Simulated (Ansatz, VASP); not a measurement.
**Two plane-wave programs on SnBi5O2**

The input INCAR:

```
PREC = Accurate ; ENCUT = 520
EDIFF = 1E-6 ; ISMEAR = 0
SIGMA = 0.2 ; LREAL = F
LASPH = T ; NELM = 100
ALGO = Normal ; ISIF = 2
LWAVE = F ; LCHARG = F
GGA = PE ; NBANDS = 60
```

The input KPOINTS:

```
Automatic mesh
0
Gamma
  6 6 1
```

Contents of POSCAR:

```
SnBi5O2
1.0
    3.4036813044      0.0000000000      0.0000000000
   -1.7018406522      2.9476744760      0.0000000000
    0.0000000000      0.0000000000     20.4341903613
Sn Bi O
1 5 2
Direct
    1.0000000000      1.0000000000      0.0000000000
    0.6666666667      0.3333333333      0.2080285805
    0.3333333333      0.6666666667      0.7919714195
    0.3333333333      0.6666666667      0.3484842739
    1.0000000000      1.0000000000      0.5000000000
    0.6666666667      0.3333333333      0.6515157261
    0.3333333333      0.6666666667      0.0471800253
    0.6666666667      0.3333333333      0.9528199747
```

Input for Ansatz:

```yaml
crystal:
  lattice:
    - [3.4036813044, 0.0, 0.0]
    - [-1.7018406522, 2.947674476, 0.0]
    - [0.0, 0.0, 20.4341903613]
  atoms:
    - { symbol: Sn, position: [1.0, 1.0, 0.0] }
    - { symbol: Bi, position: [0.6666666667, 0.3333333333, 0.2080285805] }
    - { symbol: Bi, position: [0.3333333333, 0.6666666667, 0.7919714195] }
    - { symbol: Bi, position: [0.3333333333, 0.6666666667, 0.3484842739] }
    - { symbol: Bi, position: [1.0, 1.0, 0.5] }
    - { symbol: Bi, position: [0.6666666667, 0.3333333333, 0.6515157261] }
    - { symbol: O, position: [0.3333333333, 0.6666666667, 0.0471800253] }
    - { symbol: O, position: [0.6666666667, 0.3333333333, 0.9528199747] }
basis:
  ecutwfc: 420
kpoints:
  mp_grid: { grid: [6, 6, 1] }
hamiltonian:
  xc: pbe
scf:
  occupations: { method: gaussian, width: 0.2 }
  lower_state_search: "off"
output:
  forces: true
  stress: true
  eigenvalues: true
```

Alike in both runs: task single point; functional PBE; k mesh 6 × 6 × 1; occupations gaussian, width 0.2 eV; no spin polarisation.

```csv
,VASP,Ansatz
version,VASP 6.6.1,Ansatz 0.2.0
potentials or method,"VASP PAW PBE potentials, release 64 (Sn_d, Bi_d, O), cutoff 520 eV","scalar-relativistic, plane waves, PAW"
valence electrons in the cell,101,101
```

```tsv
	VASP	Ansatz	Ansatz less VASP
gap on the k mesh at the Fermi level (eV)	none	none	-
pressure (GPa)	0.1	0.0	-0.03
traceless stress, the component that is largest in VASP (GPa)	-1.34	-1.28	+0.066
rms of the force components (eV/Å)	0.058	0.055	-0.0027
```

Atom by atom the forces differ by 0.011 eV/Å (rms over components). A gap of «none» marks a metal or a gap that the smearing closes.

Spin-orbit coupling is off throughout.
